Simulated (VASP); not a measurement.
## MgO: single point with PBE

Crystal: MgO.

```
Mg O
1.0
     3.45090    0.00000    0.00000
    -1.72545    2.98857    0.00000
     0.00000    0.00000    4.36660
Mg O
2 2
Cartesian
  1.7255 0.9962 3.2750
  0.0000 1.9924 1.0917
  1.7255 0.9962 1.0917
  0.0000 1.9924 3.2750
```

* Program: VASP 6.6.1
* Task: single point
* Functional: PBE
* Potentials or basis: VASP PAW PBE potentials, release 64 (Mg, O)
* Cutoff: 520 eV
* k mesh: 9 × 9 × 6
* Occupations: gaussian, width 0.05 eV
* Spin: no spin polarisation
* Dipole correction: no
* Further INCAR settings: ALGO = Normal; EDIFF = 1e-06; NBANDS = 16

```json
{
 "Pressure": "1.2 GPa",
 "Band gap on the k mesh": "3.25 eV, direct"
}
```

Stress tensor (GPa, compression positive):
```
 3.75  0.00  0.00
 0.00  3.75  0.00
 0.00  0.00 -3.81
```

Levels at points of the mesh, in eV from the valence-band top:
```tsv
k point	band 5	band 6	band 7	band 8	band 9	band 10	band 11	band 12
(0.00, 0.00, 0.00)	-1.68	-0.90	-0.90	0.00	3.25	9.08	11.53	12.69
(0.00, 0.00, 0.50)	-1.31	-1.31	-1.31	-1.31	6.23	6.23	13.06	13.06
```

Run time: 17 s on 1 thread of Intel(R) Xeon(R) 6975P-C (Granite Rapids), on a shared host, peak memory 0.17 GiB.
